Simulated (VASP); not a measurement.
A run of VASP 6.6.1 is set up as follows.

Contents of POSCAR:

```
BP
1.0
    0.0000000000      1.9124835686      1.9124835686
    1.9124835686      0.0000000000      1.9124835686
    1.9124835686      1.9124835686      0.0000000000
B P
1 1
Direct
    0.0000000000      0.0000000000      0.0000000000
    0.2500000000      0.2500000000      0.2500000000
```

INCAR.step1

```
ALGO = Normal
EDIFF = 1E-5
ENCUT = 550
GGA = PE
GGA_COMPAT = F
ISMEAR = 0
LASPH = T
LCHARG = F
LREAL = F
LWAVE = T
NBANDS = 11
NELM = 120
PREC = Accurate
SIGMA = 0.05
```

Contents of INCAR.step2:

```
ALGO = Normal
EDIFF = 1E-6
ENCUT = 550
GGA_COMPAT = F
ISIF = 2
ISMEAR = 0
ISTART = 1
LASPH = T
LCHARG = F
LMIXTAU = T
LREAL = F
LWAVE = F
METAGGA = R2SCAN
NBANDS = 11
NELM = 120
PREC = Accurate
SIGMA = 0.05
```

File KPOINTS:

```
k-points
0
Gamma
  12 12 12
```

Potentials or basis: VASP PAW PBE potentials, release 64 (B, P).

Command:

```sh
$ cat potpaw_PBE.64/B/POTCAR potpaw_PBE.64/P/POTCAR > POTCAR
$ cp INCAR.step1 INCAR
$ mpirun -np 1 vasp_std > vasp.out
$ cp INCAR.step2 INCAR
$ mpirun -np 1 vasp_std > vasp.out
```

Task: Predict the band gap on the k mesh.

Result: 0.42 eV (least direct gap 5.36 eV).

Task: Predict the pressure.

Result: 216.3 GPa.

Caveat: the cell stands under pressure; the PAW data sets were made with another functional, which shifts forces and pressure a little. A k mesh can miss the band edges.
